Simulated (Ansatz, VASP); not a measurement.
## BP in VASP and in Ansatz

Contents of INCAR:

```
SYSTEM = BP
PREC = Accurate
ENCUT = 450
EDIFF = 1E-7
ISMEAR = 0
SIGMA = 0.02
LREAL = .False.
LASPH = .True.
NELM = 120
ALGO = Normal
ISIF = 2
LWAVE = .False.
LCHARG = .False.
GGA = PE
IBRION = 2
NSW = 60
EDIFFG = -0.002
GGA_COMPAT = .False.
NELMIN = 4
```

Contents of KPOINTS:

```
Automatic mesh
0
Gamma
  8 8 8
  0 0 0
```

The input POSCAR:

```
BP
1.0
    0.0000000000      2.2969143471      2.2688908745
    2.2969143471      0.0000000000      2.2688908745
    2.2969143471      2.2969143471      0.0000000000
B P
1 1
Direct
    0.0000000000      0.0000000000      0.0000000000
    0.2500000000      0.2500000000      0.2500000000
```

Input for Ansatz:

```yaml
crystal:
  lattice:
    - [0.0, 2.2969143471, 2.2688908745]
    - [2.2969143471, 0.0, 2.2688908745]
    - [2.2969143471, 2.2969143471, 0.0]
  atoms:
    - { symbol: B, position: [0.0, 0.0, 0.0] }
    - { symbol: P, position: [0.25, 0.25, 0.25] }
basis:
  ecutwfc: 420
kpoints:
  mp_grid: { grid: [8, 8, 8] }
hamiltonian:
  xc: pbe
  pseudopotentials: { kind: paw, azcp: { folder: soft_1 } }
scf:
  occupations: { method: gaussian, width: 0.02 }
output:
  forces: true
  stress: true
  eigenvalues: true
  write_density: true
  write_potential: true
  elf: true
  volumetric_format: npy
relax:
  adjacent_minimum: "off"
  f_tol: 0.002
  max_steps: 40
```

Change from the starting cell: strained cell.

Alike in both runs: task relaxation of the atoms; functional PBE; k mesh 8 × 8 × 8; occupations gaussian, width 0.02 eV; no spin polarisation.

|  | VASP | Ansatz |
| --- | --- | --- |
| version | VASP 6.6.1 | Ansatz 0.2.0 |
| potentials or method | VASP PAW PBE potentials, release 64 (B, P), cutoff 450 eV | scalar-relativistic, plane waves, PAW |
| valence electrons in the cell | 8 | 8 |

|  | VASP | Ansatz | Ansatz less VASP |
| --- | --- | --- | --- |
| gap on the k mesh at the Fermi level, each at its own relaxed structure (eV) | 1.12 | 1.12 | +0.004 |

Ansatz's warnings: stress scf threshold loose.

Noted on VASP's run: the relaxation stopped at its first step, so nothing moved.
